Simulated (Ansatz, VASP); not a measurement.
## Ru in VASP and in Ansatz

```
Ru
1.0
     2.42093    0.00000    0.00000
     0.00000    2.42093    0.00000
     0.00000    0.00000    2.42093
Ru
1
Direct
  0.00000 0.00000 0.00000
```

Alike in both runs: task relaxation of cell and atoms; functional PBEsol; k mesh 8 × 8 × 8; occupations gaussian, width 0.1 eV; no spin polarisation.

|  | VASP | Ansatz |
| --- | --- | --- |
| version | VASP 6.6.1 | Ansatz 0.2.0 |
| potentials or method | VASP PAW PBE potentials, release 64 (Ru_pv), cutoff 500 eV | scalar-relativistic, plane waves, PAW |
| valence electrons in the cell | 14 | 16 |

|  | VASP | Ansatz | Ansatz less VASP |
| --- | --- | --- | --- |
| gap on the k mesh at the Fermi level, each at its own relaxed structure (eV) | none | none | - |
| relaxed volume (Å³/atom) | 15.27 | 15.24 | -0.023 |
| relaxed cell length with the largest relative difference (Å) | 2.481 | 2.479 | -0.0012 |

VASP's potentials were made for PBE, not for PBEsol. A gap of «none» marks a metal or a gap that the smearing closes. VASP's potentials hold 14 valence electrons a cell and Ansatz's 16, so a difference there can come from the potentials and not from the codes.
